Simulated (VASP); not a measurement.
Input of a VASP 6.6.1 run:

INCAR

```
SYSTEM = W
  PREC = Accurate
  ENCUT = 520
  EDIFF = 1E-7
  ISMEAR = -1
  SIGMA = 0.08
  LREAL = .FALSE.
  LASPH = .TRUE.
  NELM = 80
  ALGO = Normal
  ISIF = 2
  LWAVE = .FALSE.
  LCHARG = .FALSE.
  LDIPOL = .TRUE.
  IDIPOL = 3
  DIPOL = 0.5 0.5 0.500
  NBANDS = 28
```

KPOINTS

```
Automatic mesh
0
G
  13 13 1
  0 0 0
```

The input POSCAR:

```
W
1.0
    3.1348320012      0.0000000000      0.0000000000
    0.0000000000      3.1348320012      0.0000000000
    0.0000000000      0.0000000000     19.1348000000
W
3
Direct
    0.0000000000      0.0000000000      0.4180855823
    0.5000000000      0.5000000000      0.5000000000
    0.0000000000      0.0000000000      0.5819144177
```

Potentials or basis: VASP PAW LDA potentials, release 64 (W_sv).

Run with:

```bash
$ cat potpaw_LDA.64/W_sv/POTCAR > POTCAR
$ mpirun -np 1 vasp_std > vasp.out
```

Task: What does it give for the largest force?

Result: 1.600 eV/Å.

Task: Estimate the band gap on the k mesh.

Result: Zero (band 21 reaches 0.68 eV, above the bottom of band 22 at -0.75 eV).

Forces in eV/Å, atoms in the order of the input:
```
W    0.000  0.000  1.600
W    0.000  0.000  0.000
W    0.000  0.000 -1.600
```

Caveat: spin-orbit coupling is left out, which moves the levels of the heavy elements.
